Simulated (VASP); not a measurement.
A run of VASP 6.6.1 is set up as follows.

Contents of INCAR:

```
SYSTEM = SiC
PREC = Accurate
ENCUT = 600
EDIFF = 1E-8
ISMEAR = 0
SIGMA = 0.01
LREAL = .FALSE.
LASPH = .TRUE.
NELM = 80
ALGO = Normal
ISIF = 3
LWAVE = .FALSE.
LCHARG = .FALSE.
GGA = PE
NBANDS = 11
IBRION = 6
NFREE = 2
POTIM = 0.015
NSW = 1
```

File KPOINTS:

```
Automatic mesh
0
G
  10 10 10
  0 0 0
```

The input POSCAR:

```
SiC
1.0
    0.0000000000      2.1898721445      2.1898721445
    2.1898721445      0.0000000000      2.1898721445
    2.1898721445      2.1898721445      0.0000000000
Si C
1 1
Direct
    0.0000000000      0.0000000000      0.0000000000
    0.2500000000      0.2500000000      0.2500000000
```

Potentials or basis: VASP PAW PBE potentials, release 64 (Si, C).

The run is started by

```sh
$ cat potpaw_PBE.64/Si/POTCAR potpaw_PBE.64/C/POTCAR > POTCAR
$ mpirun -np 1 vasp_std > vasp.out
```

Task: Predict the elastic constants C11, C12, C44.

Result: 382, 126, 240 GPa.

Task: What does it give for the Voigt bulk modulus?

Result: 212 GPa.

Task: Predict the highest phonon frequency at Γ, LO-TO splitting left out.

Result: 775 cm⁻¹.

Clamped-ion elastic tensor (GPa):
```
382 126 126   0   0   0
126 382 126   0   0   0
126 126 382   0   0   0
  0   0   0 264   0   0
  0   0   0   0 264   0
  0   0   0   0   0 264
```
